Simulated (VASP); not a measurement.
## SnSe2: single point with LDA

SnSe2:

```
Sn Se
1.0
     6.16632    0.00000    0.00000
     0.00000    6.27832    0.00000
     0.00000    0.00000    3.91733
Sn Se
2 4
Direct
  0.50000 0.50000 0.50000
  0.00000 0.00000 0.00000
  0.23304 0.37738 0.00000
  0.73304 0.12262 0.50000
  0.26696 0.87738 0.50000
  0.76696 0.62262 0.00000
```

```
Program                : VASP 6.6.1
Task                   : single point
Functional             : LDA
Potentials or basis    : VASP PAW LDA potentials, release 64 (Sn_d, Se)
Cutoff                 : 520 eV
k mesh                 : 6 × 6 × 10
Occupations            : gaussian, width 0.1 eV
Spin                   : no spin polarisation
Dipole correction      : no
Further INCAR settings : ALGO = Normal; EDIFF = 1e-06; NBANDS = 35
```

The pressure is 0.1 GPa, the largest force is 0.013 eV/Å and the band gap on the k mesh is zero (band 26 reaches 5.04 eV, above the bottom of band 27 at 4.85 eV).

Forces on the atoms (eV/Å):
```
Sn   0.000  0.000  0.000
Sn   0.000  0.000  0.000
Se  -0.010 -0.009  0.000
Se  -0.010  0.009  0.000
Se   0.010 -0.009  0.000
Se   0.010  0.009  0.000
```

Stress tensor (GPa, compression positive):
```
0.21 0.00 0.00
0.00 0.05 0.00
0.00 0.00 0.09
```

Levels at points of the mesh, in eV from the Fermi level:
```
           k point  band 24  band 25  band 26  band 27  band 28  band 29
(0.00, 0.00, 0.00)    -0.81    -0.51    -0.18     0.17     0.97     2.22
(0.50, 0.00, 0.00)    -1.06    -0.96    -0.96     0.47     0.47     2.75
(0.00, 0.50, 0.00)    -1.05    -0.95    -0.95     0.92     0.92     2.97
(0.50, 0.50, 0.00)    -1.39    -0.97    -0.97     0.63     0.63     2.82
(0.00, 0.00, 0.50)    -2.13    -0.73    -0.73     0.23     0.23     4.38
(0.50, 0.00, 0.50)    -1.68    -1.02    -1.02     1.61     1.61     2.62
(0.00, 0.50, 0.50)    -1.70    -0.98    -0.98     0.90     0.90     2.18
(0.50, 0.50, 0.50)    -1.73    -0.58    -0.58     0.21     0.21     3.29
```

It took 4.8 min on 1 thread of AMD EPYC 9R45 96-Core Processor (Zen 5), on a shared host, peak memory 0.46 GiB.

Caveat: spin-orbit coupling is left out, which moves the levels of the heavy elements.
